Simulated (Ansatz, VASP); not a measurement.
One calculation of LiScBH4, two programs

Contents of INCAR:

```
PREC = Accurate
ENCUT = 750
EDIFF = 1E-6
ISMEAR = 0
SIGMA = 0.1
LREAL = F
LASPH = T
NELM = 200
ALGO = Normal
ISIF = 2
LWAVE = F
LCHARG = F
LMAXMIX = 4
LDAU = T
LDAUTYPE = 2
LDAUL = -1 2 -1 -1
LDAUU = 0 1 0 0
LDAUJ = 0 0 0 0
LDAUPRINT = 1
GGA = PE
NBANDS = 20
GGA_COMPAT = F
```

KPOINTS

```
Automatic mesh
0
Gamma
  10 10 10
```

The input POSCAR:

```
LiScBH4
1.0
    0.0000000000      3.4466954232      3.4466954232
    3.4466954232      0.0000000000      3.4466954232
    3.4466954232      3.4466954232      0.0000000000
Li Sc B H
1 1 1 4
Direct
    0.0000000000      0.0000000000      0.0000000000
    0.7500000000      0.7500000000      0.7500000000
    0.2500000000      0.2500000000      0.2500000000
    0.1461457068      0.1461457068      0.1461457068
    0.1461457068      0.1461457068      0.5615628795
    0.1461457068      0.5615628795      0.1461457068
    0.5615628795      0.1461457068      0.1461457068
```

Input for Ansatz:

```yaml
crystal:
  lattice:
    - [0.0, 3.4466954232, 3.4466954232]
    - [3.4466954232, 0.0, 3.4466954232]
    - [3.4466954232, 3.4466954232, 0.0]
  atoms:
    - { symbol: Li, position: [0.0, 0.0, 0.0] }
    - { symbol: Sc, position: [0.75, 0.75, 0.75] }
    - { symbol: B, position: [0.25, 0.25, 0.25] }
    - { symbol: H, position: [0.1461457068, 0.1461457068, 0.1461457068] }
    - { symbol: H, position: [0.1461457068, 0.1461457068, 0.5615628795] }
    - { symbol: H, position: [0.1461457068, 0.5615628795, 0.1461457068] }
    - { symbol: H, position: [0.5615628795, 0.1461457068, 0.1461457068] }
basis:
  ecutwfc: 420
kpoints:
  mp_grid: { grid: [10, 10, 10] }
hamiltonian:
  xc: pbe
  hubbard: { sites: [{ species: Sc, l: d, u_eff: 1.0 }], double_counting: fll }
scf:
  occupations: { method: gaussian, width: 0.1 }
output:
  forces: true
  eigenvalues: true
  stress: true
```

Alike in both runs: task single point; functional PBE; k mesh 10 × 10 × 10; occupations gaussian, width 0.1 eV; no spin polarisation; Hubbard terms Sc d U = 1.0 eV.

|  | VASP | Ansatz |
| --- | --- | --- |
| version | VASP 6.6.1 | Ansatz 0.2.0 |
| potentials or method | VASP PAW PBE potentials, release 64 (Li_sv, Sc_sv, B, H), cutoff 750 eV | scalar-relativistic, plane waves, PAW |
| valence electrons in the cell | 21 | 21 |

Ansatz gave:

| Item | Value |
| --- | --- |
| gap on the k mesh at the Fermi level (eV) | none |
| pressure (GPa) | 0.7 |
| rms of the force components (eV/Å) | 0.009 |

Q: What did VASP give for the same quantities?

A: gap on the k mesh at the Fermi level (eV): none; pressure (GPa): 0.4; rms of the force components (eV/Å): 0.002.

The programs project onto different local orbitals, so the same U acts differently, and such runs can settle in different states. Atom by atom the forces differ by 0.008 eV/Å (rms over components). A gap of «none» marks a metal or a gap that the smearing closes. Ansatz's warnings: filled band counts differ across k points.
